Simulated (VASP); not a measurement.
A run of VASP 6.6.1 is set up as follows.

INCAR

```
SYSTEM = Na16F
ALGO = Normal
EDIFF = 1E-6
ENCUT = 520
GGA = PE
ISIF = 2
ISMEAR = 0
LASPH = .True.
LCHARG = .True.
LELF = .True.
LREAL = Auto
LVHAR = .True.
LWAVE = .False.
NBANDS = 74
NELM = 100
PREC = Accurate
SIGMA = 0.15
```

File KPOINTS:

```
k-points
0
Gamma
  2 2 2
  0 0 0
```

File POSCAR:

```
Na16F
1.0
    8.4600000000      0.0000000000      0.0000000000
    0.0000000000      8.4600000000      0.0000000000
    0.0000000000      0.0000000000      8.4600000000
Na F
16 1
Direct
   -0.0000113276     -0.0098402505      0.0232500248
    0.4999896183      0.0067272181      0.0119216514
   -0.0000151964      0.5262464287     -0.0187936581
   -0.0000109005     -0.0099737496      0.4765621457
    0.2267550132      0.2593061535      0.2498972958
    0.4999941786      0.4849475354     -0.0168442284
    0.4999895783      0.0067151170      0.4878901867
    0.7732255638      0.2592897692      0.2498970278
   -0.0000151942      0.5262259319      0.5185637731
    0.2691223639      0.7230963619      0.2498639462
    0.2380349715      0.2429194908      0.7499135212
    0.4999941325      0.4849612984      0.5166780020
    0.7308508862      0.7230939124      0.2498639785
    0.7619427971      0.2429183967      0.7499135521
    0.2671269797      0.7639318753      0.7499420361
    0.7328545585      0.7639341876      0.7499420605
   -0.0000130128      0.1248595134      0.2499137446
```

Potentials or basis: VASP PAW PBE potentials, release 64 (Na_pv, F).

Run with:

```console
$ cat potpaw_PBE.64/Na_pv/POTCAR potpaw_PBE.64/F/POTCAR > POTCAR
$ mpirun -np 1 vasp_std > vasp.out
```

Problem. Predict the largest force.

Solution. 0.007 eV/Å.

Problem. Estimate the pressure.

Solution. 0.0 GPa.

Problem. What does it give for the band gap on the k mesh?

Solution. Zero (an odd number of electrons rules out a gap without spin polarisation).

Forces on the atoms (eV/Å):
```
Na   0.000  0.001 -0.004
Na   0.000 -0.002 -0.004
Na   0.000 -0.002 -0.001
Na   0.000  0.002  0.003
Na   0.004 -0.001  0.000
Na   0.000 -0.003  0.005
Na   0.000 -0.002  0.004
Na  -0.004 -0.001  0.000
Na   0.000 -0.001  0.001
Na   0.000  0.003  0.000
Na   0.003  0.001  0.000
Na   0.000 -0.003 -0.006
Na   0.000  0.003  0.000
Na  -0.003  0.001  0.000
Na  -0.006  0.004  0.000
Na   0.006  0.004  0.000
F    0.000 -0.003  0.000
```

Caveat: the k points lie up to 0.37 Å⁻¹ apart, too coarse for converged energies and pressures of a metal.
